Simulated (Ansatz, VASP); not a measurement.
**Ti in VASP and in Ansatz**

```
CELL_PARAMETERS angstrom
0.00000 2.02685 2.02685
2.02685 0.00000 2.02685
2.02685 2.02685 0.00000
ATOMIC_POSITIONS crystal
Ti 0.00000 0.00000 0.00000
```

Alike in both runs: task single point; functional LDA; k mesh 22 × 22 × 22; occupations gaussian, width 0.15 eV; no spin polarisation.

|  | VASP | Ansatz |
| --- | --- | --- |
| version | VASP 6.6.1 | Ansatz 0.2.0 |
| potentials or method | VASP PAW LDA potentials, release 64 (Ti_sv), cutoff 520 eV | scalar-relativistic, plane waves, PAW |
| valence electrons in the cell | 12 | 12 |

|  | VASP | Ansatz | Ansatz less VASP |
| --- | --- | --- | --- |
| gap on the k mesh at the Fermi level (eV) | none | none | - |
| pressure (GPa) | -4.5 | -4.4 | +0.10 |

Ansatz warns that its potentials were made for another functional, while VASP's fit it. LDA's correlation is that of Perdew and Zunger in VASP and of Perdew and Wang (1992) in Ansatz. A gap of «none» marks a metal or a gap that the smearing closes.
